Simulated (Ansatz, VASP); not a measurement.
**Li2O in VASP and in Ansatz**

```xyz
3
Lattice="2.2899 2.2899 0.0000 -2.2899 2.2899 0.0000 0.0000 2.2899 2.2899" Properties=species:S:1:pos:R:3 pbc="T T T"
Li   -1.1450    3.4349    1.1450
Li    1.1450    3.4349    1.1450
O     0.0000    0.0000    0.0000
```

Change from the starting cell: unstrained.

Alike in both runs: task single point; functional PBEsol; k mesh 8 × 8 × 8; no spin polarisation.

|  | VASP | Ansatz |
| --- | --- | --- |
| version | VASP 6.6.1 | Ansatz 0.2.0 |
| potentials or method | VASP PAW PBE potentials, release 64 (Li_sv, O), cutoff 750 eV | all-electron LAPW, scalar-relativistic |
| occupations | gaussian, width 0.01 eV | fixed |

|  | VASP | Ansatz | Ansatz less VASP |
| --- | --- | --- | --- |
| gap on the k mesh at the Fermi level (eV) | 4.87 | 4.88 | +0.008 |
| pressure (GPa) | 0.1 | -0.1 | -0.22 |

VASP's potentials were made for PBE, not for PBEsol. Ansatz ran all-electron here, and VASP with PAW potentials.
